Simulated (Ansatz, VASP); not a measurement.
**Cu: VASP beside Ansatz**

File INCAR:

```
PREC     = Accurate       # precision mode
ENCUT    = 600            # plane-wave cutoff, eV
EDIFF    = 1E-6           # SCF threshold, eV
ISMEAR   = 0              # smearing method
SIGMA    = 0.1            # smearing width, eV
LREAL    = F              # projectors in reciprocal space
LASPH    = T              # aspherical terms in the spheres
NELM     = 80             # most SCF steps
ALGO     = Fast           # electronic algorithm
ISIF     = 3              # what is computed and relaxed
LWAVE    = F              # write WAVECAR
LCHARG   = F              # write CHGCAR
GGA      = PS             # functional
IBRION   = 2              # ionic algorithm
NSW      = 80             # ionic steps
EDIFFG   = -0.015         # ionic threshold
```

The input KPOINTS:

```
Automatic mesh
0
Gamma
  8 12 12
```

File POSCAR:

```
Cu
1.0
    0.0000000000      0.0000000000     -4.1171933787
   -3.7809397010     -2.1829265542      0.0000000000
    0.0000000000      4.3658531083      0.0000000000
Cu
6
Direct
    0.7500000000      0.6666666667      0.6666666667
    0.7500000000      0.0000000000      0.3333333333
    0.7500000000      0.3333333333      0.0000000000
    0.2500000000      0.3333333333      0.3333333333
    0.2500000000      0.6666666667      0.0000000000
    0.2500000000      0.0000000000      0.6666666667
```

Input for Ansatz:

```yaml
crystal:
  lattice:
    - [0.0, 0.0, -4.1171933787]
    - [-3.780939701, -2.1829265542, 0.0]
    - [0.0, 4.3658531083, 0.0]
  atoms:
    - { symbol: Cu, position: [0.75, 0.6666666667, 0.6666666667] }
    - { symbol: Cu, position: [0.75, 0.0, 0.3333333333] }
    - { symbol: Cu, position: [0.75, 0.3333333333, 0.0] }
    - { symbol: Cu, position: [0.25, 0.3333333333, 0.3333333333] }
    - { symbol: Cu, position: [0.25, 0.6666666667, 0.0] }
    - { symbol: Cu, position: [0.25, 0.0, 0.6666666667] }
basis:
  ecutwfc: 420
kpoints:
  mp_grid: { grid: [8, 12, 12] }
hamiltonian:
  xc: pbesol
scf:
  occupations: { method: gaussian, width: 0.1 }
output:
  forces: true
  stress: true
  eigenvalues: true
relax:
  adjacent_minimum: "off"
  f_tol: 0.015
  max_steps: 60
  cell: { stress_tol: 0.15 }
```

Alike in both runs: task relaxation of cell and atoms; functional PBEsol; k mesh 8 × 12 × 12; occupations gaussian, width 0.1 eV; no spin polarisation.

```csv
,VASP,Ansatz
version,VASP 6.6.1,Ansatz 0.2.0
potentials or method,"VASP PAW PBE potentials, release 64 (Cu), cutoff 600 eV","scalar-relativistic, plane waves, PAW"
valence electrons in the cell,66,114
```

|  | VASP | Ansatz | Ansatz less VASP |
| --- | --- | --- | --- |
| gap on the k mesh at the Fermi level, each at its own relaxed structure (eV) | none | none | - |
| relaxed volume (Å³/atom) | 11.38 | 11.32 | -0.057 |
| relaxed length of the cell vector where the two differ most in proportion (Å) | 4.364 | 4.356 | -0.0080 |

VASP's potentials were made for PBE, not for PBEsol. A gap of «none» marks a metal or a gap that the smearing closes. VASP's potentials hold 66 valence electrons a cell and Ansatz's 114, so a difference there can come from the potentials and not from the codes.
